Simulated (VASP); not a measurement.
# Sc (P6_3/mmc) in VASP: notebook

Runs on Sc. Level: PBEsol. Tasks: relaxation of cell and atoms.

Program: VASP 6.6.1. These are calculated values, not measurements. Logs are shortened: lines on timing, memory, paths and dates and some standing lists are left out, and cuts for length are marked.

## Step 1: The cell of the first run

It takes space group P6_3/mmc (No. 194, hexagonal). Conventional cell: a = 3.280 Å, b = 3.280 Å, c = 5.356 Å, α = 90.00°, β = 90.00°, γ = 120.00°. Within 4.3 Å of Sc (site symmetry -6m2) lie 12 Sc at 3.28 Å.

## Step 2: Relaxation of cell and atoms, PBEsol, target pressure 20 GPa, at which the enthalpy is minimised

File INCAR:

```
ALGO = Normal
EDIFF = 1E-6
EDIFFG = -0.02
ENCUT = 600
GGA = PS
IBRION = 2
ISIF = 3
ISMEAR = 0
LASPH = True
LCHARG = False
LREAL = False
LWAVE = False
NELM = 80
NSW = 80
PREC = Accurate
PSTRESS = 200.0
SIGMA = 0.05
```

File KPOINTS:

```
k-points
0
Gamma
  9 9 5
```

File POSCAR:

```
Sc
1.0
    3.2800000000      0.0000000000      0.0000000000
   -1.6400000000      2.8405633244      0.0000000000
    0.0000000000      0.0000000000      5.3562400000
Sc
2
Direct
    0.3333333333      0.6666666667      0.2500000000
    0.6666666667      0.3333333333      0.7500000000
```

Potentials or basis: VASP PAW PBE potentials, release 64 (Sc_sv).

Run with:

```
> cat potpaw_PBE.64/Sc_sv/POTCAR > POTCAR
> mpirun -np 1 vasp_std > vasp.out
```

OUTCAR:

```text
EDIFF = 1E-6
   EDIFFG = -0.02
   ENCUT = 600
   GGA = PS
   IBRION = 2
   ISIF = 3
   ISMEAR = 0
   LASPH = True
   LREAL = False
   NELM = 80
   NSW = 80
   PREC = Accurate
   PSTRESS = 200.0

 ion  position               nearest neighbor table
   1  0.333  0.667  0.250-   2 3.28   2 3.28   2 3.28   2 3.28   2 3.28   2 3.28
   2  0.667  0.333  0.750-   1 3.28   1 3.28   1 3.28   1 3.28   1 3.28   1 3.28

  LATTYP: Found a hexagonal cell.
 ALAT       =     3.2800000000
 C/A-ratio  =     1.6330000000

  Lattice vectors:

 A1 = (   3.2800000000,   0.0000000000,   0.0000000000)
 A2 = (  -1.6400000000,   2.8405633244,   0.0000000000)
 A3 = (   0.0000000000,   0.0000000000,   5.3562400000)

Analysis of symmetry for initial positions (statically):
=====================================================================
 Subroutine PRICEL returns:
 Original cell was already a primitive cell.

 Routine SETGRP: Setting up the symmetry group for a
 hexagonal supercell.

 Subroutine GETGRP returns: Found 24 space group operations
 (whereof 12 operations were pure point group operations)
 out of a pool of 24 trial point group operations.

The static configuration has the point symmetry D_3d.
 The point group associated with its full space group is D_6h.

Analysis of symmetry for dynamics (positions and initial velocities):
=====================================================================
 Subroutine PRICEL returns:
 Original cell was already a primitive cell.

 Routine SETGRP: Setting up the symmetry group for a
 hexagonal supercell.

 Subroutine GETGRP returns: Found 24 space group operations
 (whereof 12 operations were pure point group operations)
 out of a pool of 24 trial point group operations.

The dynamic configuration has the point symmetry D_3d.
 The point group associated with its full space group is D_6h.

 Subroutine INISYM returns: Found 24 space group operations
 (whereof 12 operations are pure point group operations),
 and found     1 'primitive' translations

----------------------------------------------------------------------------------------

                                     Primitive cell

  volume of cell :      49.9043

  direct lattice vectors                    reciprocal lattice vectors
     3.280000000  0.000000000  0.000000000     0.304878049  0.176021424  0.000000000
    -1.640000000  2.840563324  0.000000000     0.000000000  0.352042847  0.000000000
     0.000000000  0.000000000  5.356240000     0.000000000  0.000000000  0.186698132

  length of vectors
     3.280000000  3.280000000  5.356240000     0.352042847  0.352042847  0.186698132

  position of ions in fractional coordinates (direct lattice)
     0.333333333  0.666666667  0.250000000
     0.666666667  0.333333333  0.750000000

  ion indices of the primitive-cell ions
   primitive index   ion index
                 1           1
                 2           2

----------------------------------------------------------------------------------------

 KPOINTS: k-points

Automatic generation of k-mesh.
 Grid dimensions read from file:
 generate k-points for:    9    9    5

 Generating k-lattice:

  Cartesian coordinates                     Fractional coordinates (reciprocal lattice)
     0.033875339  0.019557936  0.000000000     0.111111111 -0.000000000  0.000000000
     0.000000000  0.039115872  0.000000000     0.000000000  0.111111111  0.000000000
     0.000000000  0.000000000  0.037339626     0.000000000  0.000000000  0.200000000

  Length of vectors
     0.039115872  0.039115872  0.037339626

  Shift w.r.t. Gamma in fractional coordinates (k-lattice)
     0.000000000  0.000000000  0.000000000

 Subroutine IBZKPT returns following result:
 ===========================================

 Found     36 irreducible k-points:

 Following reciprocal coordinates:
            Coordinates               Weight
  0.000000  0.000000  0.000000      1.000000
  0.111111  0.000000  0.000000      6.000000
  0.222222  0.000000  0.000000      6.000000
  0.333333  0.000000  0.000000      6.000000
  0.444444  0.000000  0.000000      6.000000
  0.111111  0.111111  0.000000      6.000000
[... 16 lines left out ...]
  0.333333  0.222222  0.200000     24.000000
  0.333333  0.333333  0.200000      4.000000
 [... further k-points ...]
   k-points           NKPTS =     36   k-points in BZ     NKDIM =     36   number of bands    NBANDS=     15
   number of dos      NEDOS =    301   number of ions     NIONS =      2
   total plane-waves  NPLWV =  37632
   dimension x,y,z NGX =    28 NGY =   28 NGZ =   48
   dimension x,y,z NGXF=    56 NGYF=   56 NGZF=   96
   ions per type =               2
   NGX,Y,Z   is equivalent  to a cutoff of  14.19, 14.19, 14.90 a.u.
   NGXF,Y,Z  is equivalent  to a cutoff of  28.38, 28.38, 29.80 a.u.
 SYSTEM =  unknown system
   PREC   = accura    normal or accurate (medium, high low for compatibility)
   ISTART =      0    job   : 0-new  1-cont  2-samecut
   ICHARG =      2    charge: 1-file 2-atom 10-const
   ISPIN  =      1    spin polarized calculation?
   LNONCOLLINEAR =      F non collinear calculations
   LSORBIT =      F    spin-orbit coupling
   LASPH  =      T    aspherical Exc in radial PAW
   ENCUT  =  600.0 eV  44.10 Ry    6.64 a.u.   6.55  6.55 10.70*2*pi/ulx,y,z
   NELM   =     80;   NELMIN=  2; NELMDL= -5     # of ELM steps
   EDIFF  = 0.1E-05   stopping-criterion for ELM
   LREAL  =      F    real-space projection
   EDIFFG = -.2E-01   stopping-criterion for IOM
   NSW    =     80    number of steps for IOM
   IBRION =      2    ionic relax: 0-MD 1-quasi-New 2-CG
   NFREE  =      1    steps in history (QN), initial steepest desc. (CG)
   ISIF   =      3    stress and relaxation
   ISYM   =      2    0-nonsym 1-usesym 2-fastsym
   POTIM  = 0.5000    time-step for ionic-motion
   TEBEG  =    0.0;   TEEND  =   0.0 temperature during run
   PSTRESS=  200.0 pullay stress
   NELECT =      22.0000    total number of electrons
   NUPDOWN=      -1.0000    fix difference up-down
   EMIN   =  10.00;   EMAX   =-10.00  energy-range for DOS
   EFERMI =   0.00;   METHOD = LEGACY
   ISMEAR =     0;   SIGMA  =   0.05  broadening in eV -4-tet -1-fermi 0-gaus
   EFERMI_NEDOS =   21; number of points for ismear=-14 and -15
   IALGO  =     38    algorithm
   IMIX   =      4    mixing-type and parameters
     AMIX     =   0.40;   BMIX     =  1.00
     AMIX_MAG =   1.60;   BMIX_MAG =  1.00
  volume/ion in A,a.u.               =      24.95       168.39
  Fermi-wavevector in a.u.,A,eV,Ry     =   1.245957  2.354517 21.121794  1.552408
  Thomas-Fermi vector in A             =   2.380156
   LORBIT       =      0    0 simple, 1 ext, 2 COOP (PROOUT), +10 PAW based schemes
   GGA     = PS    functional components
   LHFCALC =     F    Hartree Fock is set to
   AEXX    =    0.0000 exact exchange contribution
   IVDW    =     0    specifies the selected vdW correction
   LEPSILON=     F    determine dielectric tensor
   LRPA    =     F    only Hartree local field effects (RPA)
 conjugate gradient relaxation of ions
 non-spin polarized calculation
 Gauss-broadening in eV      SIGMA  =   0.05
  energy-cutoff  :      600.00
  volume of cell :       49.90
 maximum number of plane-waves:      1713
 NGX is ok and might be reduce to    28
   NGX = 13   NGY = 13   NGZ = 21

--------------------------------------- Ionic step        1  -------------------------------------------

 number of electron      22.0000000 magnetization

 Free energy of the ion-electron system (eV)
  ---------------------------------------------------
  ext. energy  EPLUGINS =         0.00000000
  ---------------------------------------------------
  free energy    TOTEN  =       -13.17304937 eV

  energy without entropy =      -13.16609806  energy(sigma->0) =      -13.16957371

 E-fermi :   3.5051     XC(G=0):  -9.9409

 val. band max:        3.4901793287   @ k =   0.3333   0.1111   0.4000
 cond. band min:       3.5055071791   @ k =   0.4444   0.1111   0.4000
 fundamental gap:      0.0153278504
 Fermi energy:         3.5051386593

 k-point     1 :       0.0000    0.0000    0.0000
  band No.  band energies     occupation
      1     -45.7351      2.00000
      2     -45.6779      2.00000
      3     -24.6220      2.00000
      4     -24.2938      2.00000
      5     -24.2938      2.00000
      6     -24.2433      2.00000
      7     -24.2433      2.00000
      8     -24.2396      2.00000
      9      -1.6114      2.00000
     10       1.7814      2.00000
     11       3.7793      0.00000
     12       5.0791      0.00000
     13       5.1171      0.00000
     14       5.1171      0.00000
[... 401 lines left out ...]
      2     -45.6638      2.00000
      3     -24.5163      2.00000
      4     -24.5061      2.00000
      5     -24.5061      2.00000
      6     -24.4238      2.00000
      7     -24.3501      2.00000
      8     -24.3501      2.00000
      9       3.0120      2.00000
     10       3.0138      2.00000
     11       3.0138      2.00000
     12       3.1182      2.00000
     13       4.2754      0.00000
     14       4.2754      0.00000
     15       5.4440      0.00000

 [... further k-points ...]
[... 5 lines left out ...]
  --------------------------------------------------------------------------------------
  -------------------------------------------------------------------------------------
  Total       -0.4726291     -0.4726291     -1.5579316      0.0000000      0.0000000      0.0000000
  in kB      -15.1737416    -15.1737416    -50.0173423      0.0000000      0.0000000      0.0000000
  external PRESSURE =    -226.7882752 kB  Pullay stress =     200.0000000 kB
[... 97 lines left out ...]
  energy  without entropy=      -12.7026321833  energy(sigma->0) =      -12.70501667

  enthalpy is  TOTEN    =        -8.0132903338 eV   P V=        4.6941108228

[... ionic steps 4 to 7 ...]

--------------------------------------- Ionic step        8  -------------------------------------------

 number of electron      22.0000000 magnetization

------------------------ aborting loop because EDIFF is reached ----------------------------------------
[... 71 lines left out ...]
--------------------------------------- Ionic step       10  -------------------------------------------

 number of electron      22.0000000 magnetization

 Free energy of the ion-electron system (eV)
  ---------------------------------------------------
  ext. energy  EPLUGINS =         0.00000000
  ---------------------------------------------------
  free energy    TOTEN  =       -12.66953277 eV

  energy without entropy =      -12.66600421  energy(sigma->0) =      -12.66776849

 E-fermi :   5.3666     XC(G=0): -11.2070

 val. band max:        5.3582618165   @ k =   0.2222   0.1111   0.4000
 cond. band min:       5.4238676424   @ k =   0.3333   0.1111   0.2000
 fundamental gap:      0.0656058259
 Fermi energy:         5.3666469956

 k-point     1 :       0.0000    0.0000    0.0000
  band No.  band energies     occupation
      1     -43.1588      2.00000
      2     -42.9284      2.00000
      3     -22.4234      2.00000
      4     -21.5505      2.00000
      5     -21.5505      2.00000
      6     -21.3932      2.00000
      7     -21.3932      2.00000
      8     -21.3327      2.00000
      9      -0.1433      2.00000
     10       3.2993      2.00000
     11       6.9458      0.00000
     12       7.2736      0.00000
     13       7.2736      0.00000
     14       7.6761      0.00000
[... 401 lines left out ...]
      2     -42.9233      2.00000
      3     -22.0802      2.00000
      4     -22.0674      2.00000
      5     -22.0674      2.00000
      6     -21.7789      2.00000
      7     -21.6391      2.00000
      8     -21.6391      2.00000
      9       4.4727      2.00000
     10       4.7785      2.00000
     11       4.8165      2.00000
     12       4.8165      2.00000
     13       6.4605      0.00000
     14       6.4605      0.00000
     15       8.1073      0.00000

 [... further k-points ...]
[... 5 lines left out ...]
  --------------------------------------------------------------------------------------
  -------------------------------------------------------------------------------------
  Total        4.6427701      4.6427701      4.6516982     -0.0000000      0.0000000     -0.0000000
  in kB      199.9121699    199.9121699    200.2966028     -0.0000000      0.0000000     -0.0000000
  external PRESSURE =       0.0403142 kB  Pullay stress =     200.0000000 kB
[... 21 lines left out ...]
  energy  without entropy=      -12.6660042140  energy(sigma->0) =      -12.66776849

  enthalpy is  TOTEN    =        -8.0247229317 eV   P V=        4.6448098387

 reached required accuracy - stopping structural energy minimisation
```

Wall time 6.9 min (1 thread of AMD EPYC 7R13, shared host); peak memory 0.18 GiB.

Results:

| Item | Value |
| --- | --- |
| Free energy | -12.6695 eV |
| Relaxed volume | 18.60 Å³/atom |
| Relaxed cell | a = 3.023 Å, b = 3.023 Å, c = 4.701 Å, α = 90.00°, β = 90.00°, γ = 120.00° |
| Space group after relaxing (to 0.05 Å) | P6_3/mmc (No. 194) |
| Energy change on relaxing (the enthalpy is what falls) | +251.8 meV/atom |
| Ionic steps | 10 |
| Pressure after relaxing | 20.0 GPa |
| Band gap on the k mesh | zero (band 11 reaches 6.95 eV, above the bottom of band 12 at 4.73 eV) |

The path:
```
step  energy change (eV)  largest force (eV/Å)  pressure (GPa)  volume (Å³)
   1              0.0000                0.0000           -2.68        49.90
   2              2.5425                0.0000           60.41        28.48
   3              0.4656                0.0000           18.71        37.60
   4              0.5173                0.0000           19.92        37.17
   5              0.5462                0.0000           20.59        36.94
   6              0.5387                0.0000           20.65        36.96
   7              0.5405                0.0000           20.83        36.97
   8              0.5340                0.0000           20.73        36.97
   9              0.4697                0.0000           19.21        37.49
  10              0.5035                0.0000           20.00        37.21
```

Final structure:
```yaml
crystal:
  lattice:
    - [3.02318, 0.00000, 0.00000]
    - [-1.51159, 2.61815, 0.00000]
    - [0.00000, 0.00000, 4.70100]
  atoms:
    - { symbol: Sc, position: [0.33333, 0.66667, 0.25000] }
    - { symbol: Sc, position: [0.66667, 0.33333, 0.75000] }
```

Levels at points of the mesh, in eV from the Fermi level:
```
           k point  band 7  band 8  band 9  band 10  band 11  band 12  band 13  band 14  band 15
(0.00, 0.00, 0.00)  -26.76  -26.70   -5.51    -2.07     1.58     1.91     1.91     2.31     2.58
```

Caveat: the cell is relaxed towards a set pressure, so the enthalpy falls and the energy may rise; the volume moved by over 15 % at a fixed basis, so the end points are rough; the PAW data sets were made with another functional, which shifts forces and pressure a little.

## Step 3: Relaxation of cell and atoms, PBEsol, target pressure 30 GPa, at which the enthalpy is minimised

File INCAR:

```
PREC = Accurate ; ENCUT = 600
EDIFF = 1E-6 ; ISMEAR = 0
SIGMA = 0.05 ; LREAL = False
LASPH = True ; NELM = 80
ALGO = Normal ; ISIF = 3
LWAVE = False ; LCHARG = False
GGA = PS ; IBRION = 2
NSW = 80 ; EDIFFG = -0.02
PSTRESS = 300.0
```

File KPOINTS:

```
regular mesh
0
Gamma
  9 9 5
```

POSCAR is that of step 2.

Potentials or basis: VASP PAW PBE potentials, release 64 (Sc_sv).

Run with:

```
> cat potpaw_PBE.64/Sc_sv/POTCAR > POTCAR
> mpirun -np 1 vasp_std > vasp.out
```

Run time: 6.9 min. Hardware: 1 thread of AMD EPYC 7R13, shared host; peak memory 0.18 GiB.

The run converged. Its results:

* Free energy: -12.2097 eV
* Relaxed volume: 17.12 Å³/atom
* Relaxed cell: a = 2.934 Å, b = 2.934 Å, c = 4.591 Å, α = 90.00°, β = 90.00°, γ = 120.00°
* Space group after relaxing (to 0.05 Å): P6_3/mmc (No. 194)
* Energy change on relaxing (the enthalpy is what falls): +481.7 meV/atom
* Ionic steps: 10
* Pressure after relaxing: 30.0 GPa
* Band gap on the k mesh: zero (band 11 reaches 7.91 eV, above the bottom of band 12 at 5.38 eV)

Step by step:
```csv
step,energy change (eV),largest force (eV/Å),pressure (GPa),volume (Å³)
1,0.0000,0.0000,-2.68,49.90
2,6.6739,0.0000,136.53,21.42
3,0.7195,0.0000,24.49,35.72
4,0.9424,0.0000,29.41,34.39
5,0.9931,0.0000,30.50,34.12
6,0.9853,0.0000,30.40,34.12
7,0.9842,0.0000,30.44,34.12
8,0.9842,0.0000,30.43,34.12
9,0.9412,0.0000,29.53,34.35
10,0.9634,0.0000,30.00,34.23
```

Final structure:
```yaml
crystal:
  lattice:
    - [2.93433, 0.00000, 0.00000]
    - [-1.46717, 2.54121, 0.00000]
    - [0.00000, 0.00000, 4.59077]
  atoms:
    - { symbol: Sc, position: [0.33333, 0.66667, 0.25000] }
    - { symbol: Sc, position: [0.66667, 0.33333, 0.75000] }
```

Levels at points of the mesh, in eV from the Fermi level:
| k point | band 9 | band 10 | band 11 | band 12 | band 13 | band 14 |
| --- | --- | --- | --- | --- | --- | --- |
| (0.00, 0.00, 0.00) | -5.56 | -2.23 | 1.92 | 1.97 | 1.97 | 2.36 |

Caveat: the cell is relaxed towards a set pressure, so the enthalpy falls and the energy may rise; the volume moved by over 15 % at a fixed basis, so the end points are rough; the PAW data sets were made with another functional, which shifts forces and pressure a little.
